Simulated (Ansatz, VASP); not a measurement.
## Two plane-wave programs on PbSe

```
Pb Se
1.0
     0.00000    3.08092    3.08092
     3.08092    0.00000    3.08092
     3.08092    3.08092    0.00000
Pb Se
1 1
Direct
  0.00000 0.00000 0.00000
  0.50000 0.50000 0.50000
```

Alike in both runs: task single point; functional r2SCAN50; k mesh 4 × 4 × 4; occupations fermi-dirac, width 0.05 eV; no spin polarisation.

|  | VASP | Ansatz |
| --- | --- | --- |
| version | VASP 6.6.1 | Ansatz 0.2.0 |
| potentials or method | VASP PAW PBE potentials, release 64 (Pb_d, Se) | Ansatz PAW |
| plane-wave cutoff (eV) | 520 | 500 |
| valence electrons in the cell | 20 | 30 |

```csv
,VASP,Ansatz,Ansatz less VASP
gap on the k mesh at the Fermi level (eV),2.71,2.57,-0.136
least direct gap on the mesh (eV),2.71,2.57,-0.136
pressure (GPa),-0.9,-0.5,+0.45
```

VASP's potentials were made for PBE, not for r2SCAN50. VASP's potentials hold 20 valence electrons a cell and Ansatz's 30, so a difference there can come from the potentials and not from the codes.

The k mesh is coarse, so the values compare programs but aren't converged. Spin-orbit coupling is off throughout.
